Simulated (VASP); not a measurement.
Set up this calculation in VASP 6.6.1, as the native input.

* Task: relaxation of the atoms
* Functional: r2SCAN
* Potentials or basis: VASP PAW PBE potentials, release 64 (Ba_sv, S)
* Cutoff: 520 eV
* k mesh: 8 × 8 × 8
* Occupations: fermi-dirac, width 0.02 eV
* Spin: no spin polarisation
* Dipole correction: no
* Further INCAR settings: ALGO = Normal; EDIFF = 1e-06; IBRION = 2; EDIFFG = -0.01; NSW = 50

The system is BaS.

```
CELL_PARAMETERS angstrom
0.00000 3.23412 3.23412
3.23412 0.00000 3.23412
3.23412 3.23412 0.00000
ATOMIC_POSITIONS crystal
Ba 0.00000 0.00000 0.00000
S 0.50000 0.50000 0.50000
```

One way to write it, as run:

POSCAR

```
BaS
1.0
    0.0000000000      3.2341206300      3.2341206300
    3.2341206300      0.0000000000      3.2341206300
    3.2341206300      3.2341206300      0.0000000000
Ba S
1 1
Direct
    0.0000000000      0.0000000000      0.0000000000
    0.5000000000      0.5000000000      0.5000000000
```

INCAR.step1

```
SYSTEM = BaS
PREC     = Accurate       ! precision mode
ENCUT    = 520            ! plane-wave cutoff, eV
ISMEAR   = -1             ! smearing method
SIGMA    = 0.02           ! smearing width, eV
LREAL    = .False.        ! projectors in reciprocal space
LASPH    = .True.         ! aspherical terms in the spheres
NELM     = 80             ! most SCF steps
GGA      = PE             ! functional
ALGO     = Normal         ! electronic algorithm
EDIFF    = 1E-4           ! SCF threshold, eV
LWAVE    = .True.         ! write WAVECAR
LCHARG   = .False.        ! write CHGCAR
```

INCAR.step2

```
SYSTEM = BaS
PREC     = Accurate       ! precision mode
ENCUT    = 520            ! plane-wave cutoff, eV
EDIFF    = 1E-6           ! SCF threshold, eV
ISMEAR   = -1             ! smearing method
SIGMA    = 0.02           ! smearing width, eV
LREAL    = .False.        ! projectors in reciprocal space
LASPH    = .True.         ! aspherical terms in the spheres
NELM     = 80             ! most SCF steps
ALGO     = Normal         ! electronic algorithm
ISIF     = 2              ! what is computed and relaxed
LWAVE    = .False.        ! write WAVECAR
LCHARG   = .False.        ! write CHGCAR
METAGGA  = R2SCAN         ! meta-GGA
LMIXTAU  = .True.       
IBRION   = 2              ! ionic algorithm
NSW      = 50             ! ionic steps
EDIFFG   = -0.01          ! ionic threshold
ISTART   = 1
```

KPOINTS

```
regular mesh
0
Gamma
  8 8 8
  0 0 0
```

Potentials or basis: VASP PAW PBE potentials, release 64 (Ba_sv, S).

Launch:

```sh
$ cat potpaw_PBE.64/Ba_sv/POTCAR potpaw_PBE.64/S/POTCAR > POTCAR
$ cp INCAR.step1 INCAR
$ mpirun -np 1 vasp_std > vasp.out
$ cp INCAR.step2 INCAR
$ mpirun -np 1 vasp_std > vasp.out
```

It gave:

```json
{
  "Pressure after relaxing": "-0.3 GPa",
  "Band gap on the k mesh": "2.52 eV, indirect (least direct gap 2.68 eV)"
}
```

Caveat: the relaxation stopped at its first step, so nothing moved; the PAW data sets were made with another functional, which shifts forces and pressure a little; spin-orbit coupling is left out, which moves the levels of the heavy elements.

It took 2.9 min on 1 thread of Oxide Virtual Turin-like Processor (shared host), peak memory 0.19 GiB.
